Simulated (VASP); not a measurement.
Runs of VASP 6.6.1 on Mg2C3. The structure is that of space group C2/m (No. 12), or close to it. The cells are those of the table. 

| task | cell | cutoff (eV) | gap on the mesh (eV) | pressure (GPa) | largest force (eV/Å) |
| --- | --- | --- | --- | --- | --- |
| relaxation of shape and atoms at fixed volume | relaxed from a = 3.236, b = 3.236, c = 4.819 Å, angles 99.6, 99.6, 88.0°, 5 atoms | 600 | 1.77 | 12.6 | - |
| relaxation of shape and atoms at fixed volume | relaxed from a = 3.271, b = 3.271, c = 4.878 Å, angles 99.8, 99.8, 88.2°, 5 atoms | 600 | 1.75 | 7.6 | - |
| single point | a = 3.342, b = 3.342, c = 4.978 Å, angles 100.0, 100.0, 88.3°, 5 atoms | 520 | 1.69 | 0.0 | 0.07 |
| single point | a = 3.236, b = 3.236, c = 4.814 Å, angles 99.4, 99.4, 87.9°, 5 atoms | 520 | 1.76 | 12.9 | 0.06 |
| single point | a = 3.377, b = 3.377, c = 5.028 Å, angles 100.2, 100.2, 88.4°, 5 atoms | 520 | 1.67 | -3.1 | 0.08 |
| single point | a = 3.411, b = 3.411, c = 5.082 Å, angles 100.5, 100.5, 88.5°, 5 atoms | 520 | 1.60 | -5.8 | 0.07 |
| single point | a = 3.454, b = 3.454, c = 5.155 Å, angles 100.9, 100.9, 88.6°, 5 atoms | 520 | (a) | -8.7 | 0.07 |
| single point | a = 3.306, b = 3.306, c = 4.929 Å, angles 99.8, 99.8, 88.2°, 5 atoms | 520 | (b) | 3.6 | 0.06 |

Alike in all rows: level PBEsol; potentials or basis VASP PAW PBE potentials, release 64 (Mg, C); no spin polarisation; k mesh 8 × 8 × 6; smearing gaussian 0.02 eV.

Fill in the values left out.

(a) 1.45; (b) 1.70.

Caveats: the PAW data sets were made with another functional, which shifts forces and pressure a little.

A k mesh can miss the band edges.
